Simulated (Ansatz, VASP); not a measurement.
**One calculation of AlN, two programs**

The input INCAR:

```
SYSTEM = AlN
PREC = Accurate ; ENCUT = 520
EDIFF = 1E-7 ; ISMEAR = 0
SIGMA = 0.01 ; LREAL = .False.
LASPH = .True. ; NELM = 80
ALGO = Normal ; ISIF = 2
LWAVE = .False. ; LCHARG = .False.
GGA = PS ; NBANDS = 16
```

KPOINTS

```
regular mesh
0
Gamma
  12 12 6
  0 0 0
```

POSCAR

```
AlN
1.0
    3.3121157400      0.0000000000      0.0000000000
   -1.6560578700      2.8683763700      0.0000000000
    0.0000000000      0.0000000000      4.1875630000
Al N
2 2
Direct
    0.3333333285      0.6666666690      0.7500000000
    0.6666666715      0.3333333310      0.2500000000
    0.3333333285      0.6666666690      0.2500000000
    0.6666666715      0.3333333310      0.7500000000
```

Input for Ansatz:

```yaml
crystal:
  lattice:
    - [3.31211574, 0.0, 0.0]
    - [-1.65605787, 2.86837637, 0.0]
    - [0.0, 0.0, 4.187563]
  atoms:
    - { symbol: Al, position: [0.3333333284569946, 0.6666666689908619, 0.75] }
    - { symbol: Al, position: [0.6666666715430054, 0.33333333100913815, 0.25] }
    - { symbol: "N", position: [0.3333333284569946, 0.6666666689908619, 0.25] }
    - { symbol: "N", position: [0.6666666715430054, 0.33333333100913815, 0.75] }
kpoints:
  mp_grid:
    grid: [12, 12, 6]
hamiltonian:
  xc: pbesol
scf:
  occupations:
    method: fixed
output:
  stress: true
```

Alike in both runs: task single point; functional PBEsol; k mesh 12 × 12 × 6; no spin polarisation.

```csv
,VASP,Ansatz
version,VASP 6.6.1,Ansatz 0.2.0
potentials or method,"VASP PAW PBE potentials, release 64 (Al, N)","plane waves, PAW"
plane-wave cutoff (eV),520,420
occupations,"gaussian, width 0.01 eV",fixed
valence electrons in the cell,16,16
```

```csv
,VASP,Ansatz,Ansatz less VASP
pressure (GPa),-3.5,-3.5,+0.07
"traceless stress, the component that is largest in VASP (GPa)",-0.59,-0.58,+0.018
```

VASP's potentials were made for PBE, not for PBEsol.
